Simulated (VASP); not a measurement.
Here is a VASP 6.6.1 calculation.

Contents of INCAR:

```
  PREC = Accurate
  ENCUT = 520
  EDIFF = 1E-6
  ISMEAR = -1
  SIGMA = 0.05
  LREAL = False
  LASPH = True
  NELM = 60
  ALGO = Normal
  ISIF = 2
  LWAVE = False
  LCHARG = False
  GGA = CA
  NBANDS = 12
```

KPOINTS

```
Automatic mesh
0
Gamma
  13 13 13
```

The input POSCAR:

```
Y
1.0
    0.0000000000      2.4766889011      2.4766889011
    2.4766889011      0.0000000000      2.4766889011
    2.4766889011      2.4766889011      0.0000000000
Y
1
Direct
    0.0000000000      0.0000000000      0.0000000000
```

Potentials or basis: VASP PAW LDA potentials, release 64 (Y_sv).

The run is started by

```sh
$ cat potpaw_LDA.64/Y_sv/POTCAR > POTCAR
$ mpirun -np 1 vasp_std > vasp.out
```

**Question.** Predict the pressure.

**Answer.** -1.5 GPa.
